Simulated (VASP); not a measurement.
# Y (Pm-3m) in VASP: further runs

Runs on Y. Level: PBE. Tasks: single point, relaxation of cell and atoms.

Program: VASP 6.6.1. These are calculated values, not measurements. Logs are shortened: lines on timing, memory, paths and dates and some standing lists are left out, and cuts for length are marked.

## 1. The cell of the first run

It takes space group Pm-3m (No. 221, cubic). The conventional cell has a = 3.268 Å, b = 3.268 Å, c = 3.268 Å, α = 90.00°, β = 90.00°, γ = 90.00°. Within 4.3 Å of Y (site symmetry m-3m) lie 6 Y at 3.27 Å.

## 2. Single point, PBE

Input file INCAR:

```
SYSTEM = Y
ALGO = Normal ; EDIFF = 1E-7
ENCUT = 520 ; GGA = PE
ISIF = 2 ; ISMEAR = -1
LASPH = .TRUE. ; LCHARG = .TRUE.
LELF = .TRUE. ; LREAL = .FALSE.
LVHAR = .TRUE. ; LWAVE = .FALSE.
NBANDS = 12 ; NELM = 80
PREC = Accurate ; SIGMA = 0.1
```

Input file KPOINTS:

```
k-points
0
G
  14 14 14
  0 0 0
```

Input file POSCAR:

```
Y
1.0
    3.2680538330      0.0000000000      0.0000000000
    0.0000000000      3.2680538330      0.0000000000
    0.0000000000      0.0000000000      3.2680538330
Y
1
Direct
    0.0000000000      0.0000000000      0.0000000000
```

Potentials or basis: VASP PAW PBE potentials, release 64 (Y_sv).

On the command line:

```console
cat potpaw_PBE.64/Y_sv/POTCAR > POTCAR
mpirun -np 1 vasp_std > vasp.out
```

OUTCAR:

```text
SYSTEM = Y
   EDIFF = 1E-7
   ENCUT = 520
   GGA = PE
   ISIF = 2
   ISMEAR = -1
   LASPH = .TRUE.
   LREAL = .FALSE.
   NELM = 80
   PREC = Accurate

 ion  position               nearest neighbor table
   1  0.000  0.000  0.000-

  LATTYP: Found a simple cubic cell.
 ALAT       =     3.2680538330

  Lattice vectors:

 A1 = (   3.2680538330,   0.0000000000,   0.0000000000)
 A2 = (   0.0000000000,   3.2680538330,   0.0000000000)
 A3 = (   0.0000000000,   0.0000000000,   3.2680538330)

Analysis of symmetry for initial positions (statically):
=====================================================================
 Subroutine PRICEL returns:
 Original cell was already a primitive cell.

 Routine SETGRP: Setting up the symmetry group for a
 simple cubic supercell.

 Subroutine GETGRP returns: Found 48 space group operations
 (whereof 48 operations were pure point group operations)
 out of a pool of 48 trial point group operations.

The static configuration has the point symmetry O_h .

Analysis of symmetry for dynamics (positions and initial velocities):
=====================================================================
 Subroutine PRICEL returns:
 Original cell was already a primitive cell.

 Routine SETGRP: Setting up the symmetry group for a
 simple cubic supercell.

 Subroutine GETGRP returns: Found 48 space group operations
 (whereof 48 operations were pure point group operations)
 out of a pool of 48 trial point group operations.

The dynamic configuration has the point symmetry O_h .

 Subroutine INISYM returns: Found 48 space group operations
 (whereof 48 operations are pure point group operations),
 and found     1 'primitive' translations

----------------------------------------------------------------------------------------

                                     Primitive cell

  volume of cell :      34.9034

  direct lattice vectors                    reciprocal lattice vectors
     3.268053833  0.000000000  0.000000000     0.305992511  0.000000000  0.000000000
     0.000000000  3.268053833  0.000000000     0.000000000  0.305992511  0.000000000
     0.000000000  0.000000000  3.268053833     0.000000000  0.000000000  0.305992511

  length of vectors
     3.268053833  3.268053833  3.268053833     0.305992511  0.305992511  0.305992511

  position of ions in fractional coordinates (direct lattice)
     0.000000000  0.000000000  0.000000000

  ion indices of the primitive-cell ions
   primitive index   ion index
                 1           1

----------------------------------------------------------------------------------------

 KPOINTS: k-points

Automatic generation of k-mesh.
 Grid dimensions read from file:
 generate k-points for:   14   14   14

 Generating k-lattice:

  Cartesian coordinates                     Fractional coordinates (reciprocal lattice)
     0.021856608  0.000000000  0.000000000     0.071428571  0.000000000  0.000000000
     0.000000000  0.021856608  0.000000000     0.000000000  0.071428571  0.000000000
     0.000000000  0.000000000  0.021856608     0.000000000  0.000000000  0.071428571

  Length of vectors
     0.021856608  0.021856608  0.021856608

  Shift w.r.t. Gamma in fractional coordinates (k-lattice)
     0.000000000  0.000000000  0.000000000

 Subroutine IBZKPT returns following result:
 ===========================================

 Found    120 irreducible k-points:

 Following reciprocal coordinates:
            Coordinates               Weight
  0.000000  0.000000  0.000000      1.000000
  0.071429  0.000000  0.000000      6.000000
  0.142857  0.000000  0.000000      6.000000
  0.214286  0.000000  0.000000      6.000000
  0.285714  0.000000  0.000000      6.000000
  0.357143  0.000000  0.000000      6.000000
[... 16 lines left out ...]
  0.285714  0.214286  0.000000     24.000000
  0.357143  0.214286  0.000000     24.000000
 [... further k-points ...]
   k-points           NKPTS =    120   k-points in BZ     NKDIM =    120   number of bands    NBANDS=     12
   number of dos      NEDOS =    301   number of ions     NIONS =      1
   total plane-waves  NPLWV =  13824
   dimension x,y,z NGX =    24 NGY =   24 NGZ =   24
   dimension x,y,z NGXF=    48 NGYF=   48 NGZF=   48
   ions per type =               1
   NGX,Y,Z   is equivalent  to a cutoff of  12.21, 12.21, 12.21 a.u.
   NGXF,Y,Z  is equivalent  to a cutoff of  24.42, 24.42, 24.42 a.u.
 SYSTEM =  Y
   PREC   = accura    normal or accurate (medium, high low for compatibility)
   ISTART =      0    job   : 0-new  1-cont  2-samecut
   ICHARG =      2    charge: 1-file 2-atom 10-const
   ISPIN  =      1    spin polarized calculation?
   LNONCOLLINEAR =      F non collinear calculations
   LSORBIT =      F    spin-orbit coupling
   LASPH  =      T    aspherical Exc in radial PAW
   ENCUT  =  520.0 eV  38.22 Ry    6.18 a.u.   6.08  6.08  6.08*2*pi/ulx,y,z
   NELM   =     80;   NELMIN=  2; NELMDL= -5     # of ELM steps
   EDIFF  = 0.1E-06   stopping-criterion for ELM
   LREAL  =      F    real-space projection
   EDIFFG = 0.1E-05   stopping-criterion for IOM
   NSW    =      0    number of steps for IOM
   IBRION =     -1    ionic relax: 0-MD 1-quasi-New 2-CG
   NFREE  =      0    steps in history (QN), initial steepest desc. (CG)
   ISIF   =      2    stress and relaxation
   ISYM   =      2    0-nonsym 1-usesym 2-fastsym
   POTIM  = 0.5000    time-step for ionic-motion
   TEBEG  =    0.0;   TEEND  =   0.0 temperature during run
   PSTRESS=    0.0 pullay stress
   NELECT =      11.0000    total number of electrons
   NUPDOWN=      -1.0000    fix difference up-down
   EMIN   =  10.00;   EMAX   =-10.00  energy-range for DOS
   EFERMI =   0.00;   METHOD = LEGACY
   ISMEAR =    -1;   SIGMA  =   0.10  broadening in eV -4-tet -1-fermi 0-gaus
   EFERMI_NEDOS =   21; number of points for ismear=-14 and -15
   IALGO  =     38    algorithm
   IMIX   =      4    mixing-type and parameters
     AMIX     =   0.40;   BMIX     =  1.00
     AMIX_MAG =   1.60;   BMIX_MAG =  1.00
  volume/ion in A,a.u.               =      34.90       235.54
  Fermi-wavevector in a.u.,A,eV,Ry     =   1.114080  2.105307 16.887212  1.241175
  Thomas-Fermi vector in A             =   2.250672
   LORBIT       =      0    0 simple, 1 ext, 2 COOP (PROOUT), +10 PAW based schemes
   GGA     = PE    functional components
   LHFCALC =     F    Hartree Fock is set to
   AEXX    =    0.0000 exact exchange contribution
   IVDW    =     0    specifies the selected vdW correction
   LEPSILON=     F    determine dielectric tensor
   LRPA    =     F    only Hartree local field effects (RPA)
 non-spin polarized calculation
  energy-cutoff  :      520.00
  volume of cell :       34.90
 maximum number of plane-waves:       968
   NGX = 13   NGY = 13   NGZ = 13

 number of electron      10.9999998 magnetization

 Free energy of the ion-electron system (eV)
  ---------------------------------------------------
  ext. energy  EPLUGINS =         0.00000000
  ---------------------------------------------------
  free energy    TOTEN  =        -5.67748880 eV

  energy without entropy =       -5.59691198  energy(sigma->0) =       -5.63720039

 E-fermi :   2.7026     XC(G=0):  -9.1417

 val. band max:        2.6974649835   @ k =   0.1429   0.1429   0.0714
 cond. band min:       2.7063507155   @ k =   0.2857   0.1429   0.0000
 fundamental gap:      0.0088857320
 Fermi energy:         2.7026294101

 k-point     1 :       0.0000    0.0000    0.0000
  band No.  band energies     occupation
      1     -40.3068      2.00000
      2     -19.9551      2.00000
      3     -19.9551      2.00000
      4     -19.9551      2.00000
      5      -1.7642      2.00000
      6       2.1030      1.99504
      7       2.1030      1.99504
      8       7.8754      0.00000
      9       7.8754      0.00000
     10       7.8754      0.00000
     11      12.7872      0.00000
     12      12.7872      0.00000

 k-point     2 :       0.0714    0.0000    0.0000
  band No.  band energies     occupation
      1     -40.3036      2.00000
      2     -19.9915      2.00000
      3     -19.9521      2.00000
      4     -19.9521      2.00000
      5      -1.6646      2.00000
      6       2.1331      1.99330
      7       2.1884      1.98838
      8       7.6826      0.00000
      9       7.6826      0.00000
     10       7.8874      0.00000
     11      12.2796      0.00000
     12      13.0333      0.00000

 k-point     3 :       0.1429    0.0000    0.0000
  band No.  band energies     occupation
      1     -40.2945      2.00000
      2     -20.0922      2.00000
      3     -19.9435      2.00000
      4     -19.9435      2.00000
      5      -1.3799      2.00000
      6       2.2196      1.98416
      7       2.4254      1.88227
      8       7.2181      0.00000
      9       7.2181      0.00000
     10       7.9214      0.00000
     11      11.2839      0.00000
     12      13.6502      0.00000

 k-point     4 :       0.2143    0.0000    0.0000
  band No.  band energies     occupation
      1     -40.2813      2.00000
      2     -20.2344      2.00000
      3     -19.9311      2.00000
      4     -19.9311      2.00000
      5      -0.9464      2.00000
      6       2.3503      1.94267
      7       2.7439      0.79638
      8       6.6713      0.00000
      9       6.6713      0.00000
     10       7.9712      0.00000
     11      10.3525      0.00000
     12      14.4319      0.00000

 k-point     5 :       0.2857    0.0000    0.0000
  band No.  band energies     occupation
      1     -40.2666      2.00000
      2     -20.3881      2.00000
      3     -19.9173      2.00000
      4     -19.9173      2.00000
      5      -0.4124      2.00000
      6       2.5045      1.75759
      7       3.0029      0.09457
      8       6.1673      0.00000
      9       6.1673      0.00000
     10       8.0275      0.00000
     11       9.7650      0.00000
     12      14.0598      0.00000

 k-point     6 :       0.3571    0.0000    0.0000
  band No.  band energies     occupation
      1     -40.2533      2.00000
      2     -20.5231      2.00000
      3     -19.9048      2.00000
      4     -19.9048      2.00000
      5       0.1645      2.00000
      6       2.6529      1.24358
      7       3.0377      0.06773
      8       5.7737      0.00000
      9       5.7737      0.00000
     10       8.0793      0.00000
     11       9.6809      0.00000
     12      13.2890      0.00000

 k-point     7 :       0.4286    0.0000    0.0000
  band No.  band energies     occupation
      1     -40.2441      2.00000
      2     -20.6147      2.00000
      3     -19.8961      2.00000
      4     -19.8961      2.00000
      5       0.6882      2.00000
      6       2.7617      0.71302
      7       2.8417      0.39856
      8       5.5258      0.00000
      9       5.5258      0.00000
     10       8.1157      0.00000
     11       9.9973      0.00000
     12      12.8041      0.00000

 k-point     8 :       0.5000    0.0000    0.0000
  band No.  band energies     occupation
      1     -40.2408      2.00000
      2     -20.6470      2.00000
      3     -19.8931      2.00000
      4     -19.8931      2.00000
      5       0.9345      2.00000
      6       2.6898      1.06408
      7       2.8019      0.54094
      8       5.4414      0.00000
      9       5.4414      0.00000
     10       8.1288      0.00000
     11      10.2303      0.00000
     12      12.6382      0.00000
[... 166 lines left out ...]
 k-point    20 :       0.4286    0.1429    0.0000
  band No.  band energies     occupation
      1     -40.2322      2.00000
      2     -20.5969      2.00000
      3     -20.0261      2.00000
      4     -19.8851      2.00000
      5       1.0566      2.00000
      6       2.5338      1.68803
      7       3.1422      0.02436
      8       5.5234      0.00000
      9       5.6166      0.00000
     10       7.5802      0.00000
     11      10.0752      0.00000
     12      13.4999      0.00000

 k-point    21 :       0.5000    0.1429    0.0000
  band No.  band energies     occupation
      1     -40.2289      2.00000
      2     -20.6289      2.00000
      3     -20.0226      2.00000
      4     -19.8821      2.00000
      5       1.3702      2.00000
      6       2.2898      1.96830
      7       3.1579      0.02085
      8       5.5338      0.00000
      9       5.5452      0.00000
     10       7.5973      0.00000
     11      10.1950      0.00000
     12      13.3625      0.00000

 k-point    22 :       0.2143    0.2143    0.0000
  band No.  band energies     occupation
      1     -40.2561      2.00000
      2     -20.2149      2.00000
      3     -20.1944      2.00000
      4     -19.9076      2.00000
      5      -0.1797      2.00000
      6       2.6920      1.05297
      7       3.3300      0.00376
      8       5.3627      0.00000
      9       6.6649      0.00000
     10       7.0274      0.00000
     11      11.4140      0.00000
     12      11.9092      0.00000

 k-point    23 :       0.2857    0.2143    0.0000
  band No.  band energies     occupation
      1     -40.2416      2.00000
      2     -20.3560      2.00000
      3     -20.1869      2.00000
      4     -19.8941      2.00000
      5       0.3011      2.00000
      6       2.7353      0.83829
      7       3.6322      0.00018
      8       5.1016      0.00000
      9       6.3118      0.00000
     10       6.9872      0.00000
     11      10.7238      0.00000
     12      12.3446      0.00000

 k-point    24 :       0.3571    0.2143    0.0000
  band No.  band energies     occupation
      1     -40.2285      2.00000
      2     -20.4881      2.00000
      3     -20.1718      2.00000
      4     -19.8819      2.00000
      5       0.8184      2.00000
      6       2.6194      1.39381
      7       3.6704      0.00013
      8       5.2935      0.00000
      9       5.9522      0.00000
     10       7.0479      0.00000
     11      10.2304      0.00000
     12      12.9213      0.00000

 [... further k-points ...]
[... 5 lines left out ...]
  --------------------------------------------------------------------------------------
  -------------------------------------------------------------------------------------
  Total       -0.0057325     -0.0057325     -0.0057325     -0.0000000     -0.0000000      0.0000000
  in kB       -0.2631382     -0.2631382     -0.2631382     -0.0000000     -0.0000000      0.0000000
  external PRESSURE =      -0.2631382 kB  Pullay stress =       0.0000000 kB

 VOLUME and BASIS-vectors are now :
 -----------------------------------------------------------------------------
  energy-cutoff  :      520.00
  volume of cell :       34.90
      direct lattice vectors                 reciprocal lattice vectors
     3.268053833  0.000000000  0.000000000     0.305992511  0.000000000  0.000000000
     0.000000000  3.268053833  0.000000000     0.000000000  0.305992511  0.000000000
     0.000000000  0.000000000  3.268053833     0.000000000  0.000000000  0.305992511

 POSITION                                       TOTAL-FORCE (eV/Angst)
 -----------------------------------------------------------------------------------
      0.00000      0.00000      0.00000         0.000000      0.000000      0.000000
 -----------------------------------------------------------------------------------
    total drift:                                0.000000      0.000000      0.000000

  FREE ENERGIE OF THE ION-ELECTRON SYSTEM (eV)
  ---------------------------------------------------
  free  energy   TOTEN  =        -5.6774888015 eV

  energy  without entropy=       -5.5969119831  energy(sigma->0) =       -5.63720039
```

Wall time 20 s (1 thread of Intel Xeon Platinum 8488C (Sapphire Rapids), shared host); peak memory 0.18 GiB.

What came out:

```yaml
Free_energy: -5.6775 eV
Pressure: 0.0 GPa
```

Levels at points of the mesh, in eV from the Fermi level:
```csv
k point,band 2,band 3,band 4,band 5,band 6,band 7,band 8,band 9
"(0.00, 0.00, 0.00)",-22.66,-22.66,-22.66,-4.47,-0.60,-0.60,5.17,5.17
"(0.50, 0.00, 0.00)",-23.35,-22.60,-22.60,-1.77,-0.01,0.10,2.74,2.74
"(0.50, 0.50, 0.00)",-23.25,-23.25,-22.54,-1.80,0.14,3.27,3.27,3.51
"(0.50, 0.50, 0.50)",-23.16,-23.16,-23.16,-0.55,-0.55,-0.55,5.57,6.84
```

(Part 1 of 2 ends here.)
